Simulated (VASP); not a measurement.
Write the native input for VASP 6.6.1 that does the following.

| Property | Result |
| --- | --- |
| Task | single point |
| Functional | r2SCAN |
| Potentials or basis | VASP PAW PBE potentials, release 64 (Na_pv, I) |
| Cutoff | 520 eV |
| k mesh | 6 × 6 × 6 |
| Occupations | methfessel-paxton, width 0.5 eV |
| Spin | no spin polarisation |
| Dipole correction | no |
| Further INCAR settings | ALGO = Normal; EDIFF = 1e-06; NBANDS = 14 |

The system is NaI.

```
Na I
1.0
     0.00000    3.22963    3.22963
     3.22963    0.00000    3.22963
     3.22963    3.22963    0.00000
Na I
1 1
Cartesian
  0.0000 0.0000 0.0000
  3.2296 3.2296 3.2296
```

The input as run:

POSCAR

```
NaI
1.0
    0.0000000000      3.2296282834      3.2296282834
    3.2296282834      0.0000000000      3.2296282834
    3.2296282834      3.2296282834      0.0000000000
Na I
1 1
Direct
    0.0000000000      0.0000000000      0.0000000000
    0.5000000000      0.5000000000      0.5000000000
```

INCAR.step1

```
SYSTEM = NaI
ALGO = Normal
EDIFF = 1E-4
ENCUT = 520
GGA = PE
ISMEAR = 1
LASPH = .TRUE.
LCHARG = .FALSE.
LREAL = .FALSE.
LWAVE = .TRUE.
NBANDS = 14
NELM = 80
PREC = Accurate
SIGMA = 0.5
```

INCAR.step2

```
SYSTEM = NaI
ALGO = Normal
EDIFF = 1E-6
ENCUT = 520
ISIF = 2
ISMEAR = 1
ISTART = 1
LASPH = .TRUE.
LCHARG = .FALSE.
LMIXTAU = .TRUE.
LREAL = .FALSE.
LWAVE = .FALSE.
METAGGA = R2SCAN
NBANDS = 14
NELM = 80
PREC = Accurate
SIGMA = 0.5
```

KPOINTS

```
k-points
0
G
  6 6 6
  0 0 0
```

Potentials or basis: VASP PAW PBE potentials, release 64 (Na_pv, I).

Command:

```console
$ cat potpaw_PBE.64/Na_pv/POTCAR potpaw_PBE.64/I/POTCAR > POTCAR
$ cp INCAR.step1 INCAR
$ mpirun -np 1 vasp_std > vasp.out
$ cp INCAR.step2 INCAR
$ mpirun -np 1 vasp_std > vasp.out
```

It gave:

```yaml
Pressure: -0.2 GPa
Band_gap_on_the_k_mesh: 4.46 eV
```

Caveat: the PAW data sets were made with another functional, which shifts forces and pressure a little; spin-orbit coupling is left out, which moves the levels of the heavy elements.

Run time: 44 s on 1 thread of Intel(R) Xeon(R) Platinum 8488C (Sapphire Rapids) (shared host), peak memory 0.21 GiB.
